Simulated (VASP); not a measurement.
# Au in VASP: notebook

Runs on Au. Level: PBE. Tasks: single point.

All numbers are computed with VASP 6.6.1; they aren't measurements. Logs are shortened: lines on timing, memory, paths and dates and some standing lists are left out, and cuts for length are marked.

### Step 1. The cell of the first run

The cell holds a slab with vacuum, 1 atom: a = 2.940 Å, b = 2.940 Å, c = 13.000 Å, α = 90.00°, β = 90.00°, γ = 90.00°.

### Step 2. Single point, PBE

Input file INCAR:

```
ALGO = Normal ; DIPOL = 0.5 0.5 0.500
EDIFF = 1E-7 ; ENCUT = 520
GGA = PE ; IDIPOL = 3
ISIF = 2 ; ISMEAR = -1
LASPH = True ; LCHARG = False
LDIPOL = True ; LREAL = False
LWAVE = False ; NBANDS = 12
NELM = 100 ; PREC = Accurate
SIGMA = 0.05
```

Input file KPOINTS:

```
k-points
0
Gamma
  12 12 1
```

Input file POSCAR:

```
Au
1.0
    2.9400990585      0.0000000000      0.0000000000
    0.0000000000      2.9400990585      0.0000000000
    0.0000000000      0.0000000000     13.0000000000
Au
1
Direct
    0.0000000000      0.0000000000      0.5000000000
```

Potentials or basis: VASP PAW PBE potentials, release 64 (Au).

Command:

```console
> cat potpaw_PBE.64/Au/POTCAR > POTCAR
> mpirun -np 1 vasp_std > vasp.out
```

OUTCAR:

```text
EDIFF = 1E-7
   ENCUT = 520
   GGA = PE
   ISIF = 2
   ISMEAR = -1
   LASPH = True
   LREAL = False
   NELM = 100
   PREC = Accurate

 ion  position               nearest neighbor table
   1  0.000  0.000  0.500-

  LATTYP: Found a simple tetragonal cell.
 ALAT       =     2.9400990585
 C/A-ratio  =     4.4216197282

  Lattice vectors:

 A1 = (   2.9400990585,   0.0000000000,   0.0000000000)
 A2 = (   0.0000000000,   2.9400990585,   0.0000000000)
 A3 = (   0.0000000000,   0.0000000000,  13.0000000000)

Analysis of symmetry for initial positions (statically):
=====================================================================
 Subroutine PRICEL returns:
 Original cell was already a primitive cell.

 Routine SETGRP: Setting up the symmetry group for a
 simple tetragonal supercell.

 Subroutine GETGRP returns: Found 16 space group operations
 (whereof 16 operations were pure point group operations)
 out of a pool of 16 trial point group operations.

The static configuration has the point symmetry D_4h.

Analysis of symmetry for dynamics (positions and initial velocities):
=====================================================================
 Subroutine PRICEL returns:
 Original cell was already a primitive cell.

 Routine SETGRP: Setting up the symmetry group for a
 simple tetragonal supercell.

 Subroutine GETGRP returns: Found 16 space group operations
 (whereof 16 operations were pure point group operations)
 out of a pool of 16 trial point group operations.

The dynamic configuration has the point symmetry D_4h.

 Subroutine INISYM returns: Found 16 space group operations
 (whereof 16 operations are pure point group operations),
 and found     1 'primitive' translations

----------------------------------------------------------------------------------------

                                     Primitive cell

  volume of cell :     112.3744

  direct lattice vectors                    reciprocal lattice vectors
     2.940099058  0.000000000  0.000000000     0.340124594  0.000000000  0.000000000
     0.000000000  2.940099058  0.000000000     0.000000000  0.340124594  0.000000000
     0.000000000  0.000000000 13.000000000     0.000000000  0.000000000  0.076923077

  length of vectors
     2.940099058  2.940099058 13.000000000     0.340124594  0.340124594  0.076923077

  position of ions in fractional coordinates (direct lattice)
     0.000000000  0.000000000  0.500000000

  ion indices of the primitive-cell ions
   primitive index   ion index
                 1           1

----------------------------------------------------------------------------------------

 KPOINTS: k-points

Automatic generation of k-mesh.
 Grid dimensions read from file:
 generate k-points for:   12   12    1

 Generating k-lattice:

  Cartesian coordinates                     Fractional coordinates (reciprocal lattice)
     0.028343716  0.000000000  0.000000000     0.083333333  0.000000000  0.000000000
     0.000000000  0.028343716  0.000000000     0.000000000  0.083333333  0.000000000
     0.000000000  0.000000000  0.076923077     0.000000000  0.000000000  1.000000000

  Length of vectors
     0.028343716  0.028343716  0.076923077

  Shift w.r.t. Gamma in fractional coordinates (k-lattice)
     0.000000000  0.000000000  0.000000000

 Subroutine IBZKPT returns following result:
 ===========================================

 Found     28 irreducible k-points:

 Following reciprocal coordinates:
            Coordinates               Weight
  0.000000  0.000000  0.000000      1.000000
  0.083333  0.000000  0.000000      4.000000
  0.166667  0.000000  0.000000      4.000000
  0.250000  0.000000  0.000000      4.000000
  0.333333  0.000000  0.000000      4.000000
  0.416667  0.000000  0.000000      4.000000
[... 16 lines left out ...]
  0.333333  0.333333  0.000000      4.000000
  0.416667  0.333333  0.000000      8.000000
 [... further k-points ...]
   k-points           NKPTS =     28   k-points in BZ     NKDIM =     28   number of bands    NBANDS=     12
   number of dos      NEDOS =    301   number of ions     NIONS =      1
   total plane-waves  NPLWV =  56448
   dimension x,y,z NGX =    24 NGY =   24 NGZ =   98
   dimension x,y,z NGXF=    48 NGYF=   48 NGZF=  196
   ions per type =               1
   NGX,Y,Z   is equivalent  to a cutoff of  13.57, 13.57, 12.53 a.u.
   NGXF,Y,Z  is equivalent  to a cutoff of  27.14, 27.14, 25.06 a.u.
 SYSTEM =  unknown system
   PREC   = accura    normal or accurate (medium, high low for compatibility)
   ISTART =      0    job   : 0-new  1-cont  2-samecut
   ICHARG =      2    charge: 1-file 2-atom 10-const
   ISPIN  =      1    spin polarized calculation?
   LNONCOLLINEAR =      F non collinear calculations
   LSORBIT =      F    spin-orbit coupling
   LASPH  =      T    aspherical Exc in radial PAW
   ENCUT  =  520.0 eV  38.22 Ry    6.18 a.u.   5.47  5.47 24.17*2*pi/ulx,y,z
   NELM   =    100;   NELMIN=  2; NELMDL= -5     # of ELM steps
   EDIFF  = 0.1E-06   stopping-criterion for ELM
   LREAL  =      F    real-space projection
   EDIFFG = 0.1E-05   stopping-criterion for IOM
   NSW    =      0    number of steps for IOM
   IBRION =     -1    ionic relax: 0-MD 1-quasi-New 2-CG
   NFREE  =      0    steps in history (QN), initial steepest desc. (CG)
   ISIF   =      2    stress and relaxation
   ISYM   =      2    0-nonsym 1-usesym 2-fastsym
   POTIM  = 0.5000    time-step for ionic-motion
   TEBEG  =    0.0;   TEEND  =   0.0 temperature during run
   PSTRESS=    0.0 pullay stress
   NELECT =      11.0000    total number of electrons
   NUPDOWN=      -1.0000    fix difference up-down
   EMIN   =  10.00;   EMAX   =-10.00  energy-range for DOS
   EFERMI =   0.00;   METHOD = LEGACY
   ISMEAR =    -1;   SIGMA  =   0.05  broadening in eV -4-tet -1-fermi 0-gaus
   EFERMI_NEDOS =   21; number of points for ismear=-14 and -15
   IALGO  =     38    algorithm
   IMIX   =      4    mixing-type and parameters
     AMIX     =   0.40;   BMIX     =  1.00
     AMIX_MAG =   1.60;   BMIX_MAG =  1.00
  volume/ion in A,a.u.               =     112.37       758.34
  Fermi-wavevector in a.u.,A,eV,Ry     =   0.754484  1.425768  7.745061  0.569246
  Thomas-Fermi vector in A             =   1.852162
   LORBIT       =      0    0 simple, 1 ext, 2 COOP (PROOUT), +10 PAW based schemes
   GGA     = PE    functional components
   LHFCALC =     F    Hartree Fock is set to
   AEXX    =    0.0000 exact exchange contribution
   IVDW    =     0    specifies the selected vdW correction
   LEPSILON=     F    determine dielectric tensor
   LRPA    =     F    only Hartree local field effects (RPA)
 non-spin polarized calculation
  energy-cutoff  :      520.00
  volume of cell :      112.37
 maximum number of plane-waves:      3057
 NGX is ok and might be reduce to    24
   NGX = 11   NGY = 11   NGZ = 49

 number of electron      10.9999999 magnetization

 dipolmoment           0.000000      0.000000     -0.000000 electrons x Angstroem

 Free energy of the ion-electron system (eV)
  ---------------------------------------------------
  ext. energy  EPLUGINS =         0.00000000
  ---------------------------------------------------
  free energy    TOTEN  =        -2.33520815 eV

  energy without entropy =       -2.33112044  energy(sigma->0) =       -2.33316429

 E-fermi :  -3.8033     XC(G=0):  -3.2352

 val. band max:       -3.8819229072   @ k =   0.5000   0.5000   0.0000
 cond. band min:      -3.7824801300   @ k =   0.3333   0.2500   0.0000
 fundamental gap:      0.0994427772
 Fermi energy:        -3.8033200174

 k-point     1 :       0.0000    0.0000    0.0000
  band No.  band energies     occupation
      1      -8.4161      2.00000
      2      -7.5713      2.00000
      3      -5.6432      2.00000
      4      -5.0014      2.00000
      5      -5.0014      2.00000
      6      -4.6722      2.00000
      7      -1.1321      0.00000
      8       1.8081      0.00000
      9       3.1902      0.00000
     10       3.7422      0.00000
     11       7.3113      0.00000
     12       8.2035      0.00000

 k-point     2 :       0.0833    0.0000    0.0000
  band No.  band energies     occupation
      1      -8.2693      2.00000
      2      -7.4857      2.00000
      3      -5.6111      2.00000
      4      -5.1374      2.00000
      5      -4.9928      2.00000
      6      -4.7426      2.00000
      7      -0.9321      0.00000
      8       1.9247      0.00000
      9       3.3234      0.00000
     10       3.8541      0.00000
     11       7.4457      0.00000
     12       8.3017      0.00000

 k-point     3 :       0.1667    0.0000    0.0000
  band No.  band energies     occupation
      1      -7.9484      2.00000
      2      -7.1274      2.00000
      3      -5.5176      2.00000
      4      -5.4650      2.00000
      5      -4.9691      2.00000
      6      -4.9290      2.00000
      7      -0.3985      0.00000
      8       2.2747      0.00000
      9       3.7155      0.00000
     10       4.1898      0.00000
     11       7.5561      0.00000
     12       7.8363      0.00000

 k-point     4 :       0.2500    0.0000    0.0000
  band No.  band energies     occupation
      1      -7.6967      2.00000
      2      -6.3223      2.00000
      3      -5.8437      2.00000
      4      -5.3532      2.00000
      5      -5.1710      2.00000
      6      -4.9364      2.00000
      7       0.3608      0.00000
      8       2.8585      0.00000
      9       4.3448      0.00000
     10       4.7300      0.00000
     11       5.2118      0.00000
     12       8.4074      0.00000

 k-point     5 :       0.3333    0.0000    0.0000
  band No.  band energies     occupation
      1      -7.5318      2.00000
      2      -6.1711      2.00000
      3      -5.4959      2.00000
      4      -5.4000      2.00000
      5      -4.9035      2.00000
      6      -4.7695      2.00000
      7       1.2677      0.00000
      8       2.8538      0.00000
      9       3.6891      0.00000
     10       5.1577      0.00000
     11       5.5583      0.00000
     12       7.9739      0.00000
[... 228 lines left out ...]
      1      -6.5941      2.00000
      2      -6.2300      2.00000
      3      -5.9043      2.00000
      4      -5.5764      2.00000
      5      -5.1289      2.00000
      6      -2.2818      0.00000
      7       1.9129      0.00000
      8       3.6277      0.00000
      9       5.8115      0.00000
     10       6.8725      0.00000
     11       7.6128      0.00000
     12       7.9123      0.00000

 k-point    22 :       0.5000    0.2500    0.0000
  band No.  band energies     occupation
      1      -6.6418      2.00000
      2      -6.3002      2.00000
      3      -5.8920      2.00000
      4      -5.5616      2.00000
      5      -5.0635      2.00000
      6      -0.8259      0.00000
      7       0.2221      0.00000
      8       4.2497      0.00000
      9       6.3044      0.00000
     10       7.0906      0.00000
     11       7.1611      0.00000
     12       8.6508      0.00000

 k-point    23 :       0.3333    0.3333    0.0000
  band No.  band energies     occupation
      1      -6.7446      2.00000
      2      -6.0093      2.00000
      3      -5.8637      2.00000
      4      -5.2906      2.00000
      5      -5.2742      2.00000
      6      -2.9326      0.00000
      7       3.5408      0.00000
      8       4.4277      0.00000
      9       5.4833      0.00000
     10       5.9968      0.00000
     11       7.1920      0.00000
     12       7.4518      0.00000

 k-point    24 :       0.4167    0.3333    0.0000
  band No.  band energies     occupation
      1      -6.9471      2.00000
      2      -6.1493      2.00000
      3      -5.8728      2.00000
      4      -5.2482      2.00000
      5      -4.8653      2.00000
      6      -1.5631      0.00000
      7       2.6324      0.00000
      8       4.5427      0.00000
      9       6.3490      0.00000
     10       6.7196      0.00000
     11       7.6140      0.00000
     12       8.4538      0.00000

 [... further k-points ...]

------------------------ aborting loop because EDIFF is reached ----------------------------------------

 vacuum level on the upper side and lower side of the slab       (xc-potential included)        -0.110        -0.110

  FORCE on cell =-STRESS in cart. coord.  units (eV):
  Direction    XX          YY          ZZ          XY          YZ          ZX
  --------------------------------------------------------------------------------------
  -------------------------------------------------------------------------------------
  Total       -2.6919272     -2.6919272     -0.0131698      0.0000000      0.0000000      0.0000000
  in kB      -38.3801457    -38.3801457     -0.1877681      0.0000000      0.0000000      0.0000000
  external PRESSURE =     -25.6493532 kB  Pullay stress =       0.0000000 kB

 VOLUME and BASIS-vectors are now :
 -----------------------------------------------------------------------------
  energy-cutoff  :      520.00
  volume of cell :      112.37
      direct lattice vectors                 reciprocal lattice vectors
     2.940099058  0.000000000  0.000000000     0.340124594  0.000000000  0.000000000
     0.000000000  2.940099058  0.000000000     0.000000000  0.340124594  0.000000000
     0.000000000  0.000000000 13.000000000     0.000000000  0.000000000  0.076923077

 POSITION                                       TOTAL-FORCE (eV/Angst)
 -----------------------------------------------------------------------------------
      0.00000      0.00000      6.50000         0.000000      0.000000      0.000000
 -----------------------------------------------------------------------------------
    total drift:                               -0.000000     -0.000000      0.000000

  FREE ENERGIE OF THE ION-ELECTRON SYSTEM (eV)
  ---------------------------------------------------
  free  energy   TOTEN  =        -2.3352081496 eV

  energy  without entropy=       -2.3311204383  energy(sigma->0) =       -2.33316429

 vacuum level on the upper side and lower side of the slab         2.011         2.011
```

Wall time 26 s (1 thread of AMD EPYC 9R45 (Zen 5), shared host); peak memory 0.19 GiB.

Results:

```
Free energy            : -2.3352 eV
Band gap on the k mesh : zero (an odd number of electrons rules out a gap without spin polarisation)
```

Levels at points of the mesh, in eV from the Fermi level:
| k point | band 1 | band 2 | band 3 | band 4 | band 5 | band 6 | band 7 | band 8 | band 9 | band 10 |
| --- | --- | --- | --- | --- | --- | --- | --- | --- | --- | --- |
| (0.00, 0.00, 0.00) | -4.61 | -3.77 | -1.84 | -1.20 | -1.20 | -0.87 | 2.67 | 5.61 | 6.99 | 7.55 |
| (0.50, 0.00, 0.00) | -3.59 | -2.66 | -1.81 | -1.44 | -1.07 | 2.29 | 2.50 | 6.54 | 9.24 | 9.80 |
| (0.50, 0.50, 0.00) | -3.55 | -2.33 | -2.33 | -1.24 | -0.08 | 5.95 | 5.95 | 6.43 | 10.56 | 11.75 |

Caveat: spin-orbit coupling is left out, which moves the levels of the heavy elements.

### Step 3. Single point, PBE

This run uses another cell than the first one.

Input file INCAR:

```
PREC = Accurate
ENCUT = 520
EDIFF = 1E-6
ISMEAR = -1
SIGMA = 0.05
LREAL = False
LASPH = True
NELM = 80
ALGO = Normal
ISIF = 2
LWAVE = False
LCHARG = True
LDIPOL = True
IDIPOL = 3
DIPOL = 0.5 0.5 0.500
GGA = PE
LELF = True
LVHAR = True
LVACPOTAV = True
NBANDS = 12
```

Input file KPOINTS:

```
Automatic mesh
0
Gamma
  12 12 1
```

Changes to POSCAR since step 2:

```diff
@@ -4,3 +4,3 @@
     0.0000000000      2.9400990585      0.0000000000
-    0.0000000000      0.0000000000     13.0000000000
+    0.0000000000      0.0000000000     16.0000000000
 Au
```

Potentials or basis: VASP PAW PBE potentials, release 64 (Au).

Command:

```console
> cat potpaw_PBE.64/Au/POTCAR > POTCAR
> mpirun -np 1 vasp_std > vasp.out
```

It took 34 s on 1 thread of AMD EPYC 9R45 (Zen 5), shared host; peak memory 0.21 GiB.

Results (log left out):

* Free energy: -2.3353 eV
* Band gap on the k mesh: zero (an odd number of electrons rules out a gap without spin polarisation)

Levels at points of the mesh, in eV from the Fermi level:
```
           k point  band 1  band 2  band 3  band 4  band 5  band 6  band 7  band 8  band 9  band 10
(0.00, 0.00, 0.00)   -4.61   -3.77   -1.84   -1.20   -1.20   -0.87    2.67    5.67    6.52     6.82
(0.50, 0.00, 0.00)   -3.59   -2.66   -1.81   -1.44   -1.07    2.29    2.50    6.54    9.20     9.86
(0.50, 0.50, 0.00)   -3.55   -2.33   -2.33   -1.24   -0.08    5.95    5.95    6.43   10.55    11.76
```

Caveat: spin-orbit coupling is left out, which moves the levels of the heavy elements.

### Step 4. Single point, PBE

This run uses another cell than the first one.

Input file INCAR:

```
  PREC = Accurate
  ENCUT = 520
  EDIFF = 1E-6
  ISMEAR = -1
  SIGMA = 0.05
  LREAL = False
  LASPH = True
  NELM = 80
  ALGO = Normal
  ISIF = 2
  LWAVE = False
  LCHARG = False
  LDIPOL = True
  IDIPOL = 3
  DIPOL = 0.5 0.5 0.500
  GGA = PE
  EFIELD = -0.3
  NBANDS = 12
```

KPOINTS is that of step 3.

POSCAR is that of step 3.

Command:

```console
> cat potpaw_PBE.64/Au/POTCAR > POTCAR
> mpirun -np 1 vasp_std > vasp.out
```

Wall time 36 s (1 thread of AMD EPYC 9R45 (Zen 5), shared host); peak memory 0.21 GiB.

It converged, with:

```
Free energy            : -2.3412 eV
Band gap on the k mesh : zero (an odd number of electrons rules out a gap without spin polarisation)
```

Levels at points of the mesh, in eV from the Fermi level:
```
           k point  band 2  band 3  band 4  band 5  band 6  band 7  band 8  band 9
(0.00, 0.00, 0.00)   -3.77   -1.84   -1.20   -1.20   -0.87    2.65    5.06    6.47
(0.50, 0.00, 0.00)   -2.66   -1.81   -1.44   -1.07    2.29    2.50    6.53    8.89
(0.50, 0.50, 0.00)   -2.33   -2.33   -1.24   -0.08    5.95    5.95    6.43   10.55
```

Caveat: spin-orbit coupling is left out, which moves the levels of the heavy elements.

### Step 5. Single point, PBE

This run uses another cell than the first one.

Input file INCAR:

```
SYSTEM = Au
PREC = Accurate
ENCUT = 520
EDIFF = 1E-6
ISMEAR = -1
SIGMA = 0.05
LREAL = .FALSE.
LASPH = .TRUE.
NELM = 80
ALGO = Normal
ISIF = 2
LWAVE = .FALSE.
LCHARG = .FALSE.
LDIPOL = .TRUE.
IDIPOL = 3
DIPOL = 0.5 0.5 0.500
GGA = PE
EFIELD = -0.3
NBANDS = 12
```

Input file KPOINTS:

```
Automatic mesh
0
G
  12 12 1
  0 0 0
```

POSCAR is that of step 4.

Command:

```console
> cat potpaw_PBE.64/Au/POTCAR > POTCAR
> mpirun -np 1 vasp_std > vasp.out
```

Wall time 32 s (1 thread of AMD EPYC 9R45 (Zen 5), shared host); peak memory 0.22 GiB.

It converged, with:

| Quantity | Value |
| --- | --- |
| Free energy | -2.3412 eV |
| Band gap on the k mesh | zero (an odd number of electrons rules out a gap without spin polarisation) |

Levels at points of the mesh, in eV from the Fermi level:
```csv
k point,band 2,band 3,band 4,band 5,band 6,band 7,band 8,band 9
"(0.00, 0.00, 0.00)",-3.77,-1.84,-1.20,-1.20,-0.87,2.65,5.06,6.47
"(0.50, 0.00, 0.00)",-2.66,-1.81,-1.44,-1.07,2.29,2.50,6.53,8.89
"(0.50, 0.50, 0.00)",-2.33,-2.33,-1.24,-0.08,5.95,5.95,6.43,10.55
```

Caveat: spin-orbit coupling is left out, which moves the levels of the heavy elements.

### Step 6. The runs side by side

```csv
cell,electric field (eV/Å),gap on the mesh (eV)
"a = 2.940, b = 2.940, c = 13.000 Å, 1 atom",-,none
"a = 2.940, b = 2.940, c = 16.000 Å, 1 atom",-,none
"a = 2.940, b = 2.940, c = 16.000 Å, 1 atom",-0.3 eV/Å,none
```

Alike in all rows: task single point; level PBE; potentials or basis VASP PAW PBE potentials, release 64 (Au); no spin polarisation; k mesh 12 × 12 × 1; cutoff (eV) 520; smearing fermi-dirac 0.05 eV.

Caveats: spin-orbit coupling is left out, which moves the levels of the heavy elements.

Absolute energies hang on the potentials; compare differences alone.
